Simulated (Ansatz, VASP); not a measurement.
# Two plane-wave programs on LaH3

```
CELL_PARAMETERS angstrom
0.00000 2.78648 2.78648
2.78648 0.00000 2.78648
2.78648 2.78648 0.00000
ATOMIC_POSITIONS crystal
La 0.00000 0.00000 0.00000
H 0.50000 0.50000 0.50000
H 0.75000 0.75000 0.75000
H 0.25000 0.25000 0.25000
```

Alike in both runs: task relaxation of cell and atoms; functional LDA; k mesh 12 × 12 × 12; occupations fermi-dirac, width 0.05 eV; no spin polarisation.

|  | VASP | Ansatz |
| --- | --- | --- |
| version | VASP 6.6.1 | Ansatz 0.2.0 |
| potentials or method | VASP PAW LDA potentials, release 64 (La, H), cutoff 600 eV | PAW with Ansatz's default frozen-core files, scalar-relativistic |
| valence electrons in the cell | 14 | 14 |

```tsv
	VASP	Ansatz	Ansatz less VASP
relaxed volume (Å³/atom)	10.20	10.21	+0.003
relaxed length of the cell vector where the two differ most in proportion (Å)	3.865	3.865	+0.0004
```

LDA's correlation is that of Perdew and Zunger in VASP and of Perdew and Wang (1992) in Ansatz.

Neither program's run includes spin-orbit coupling.
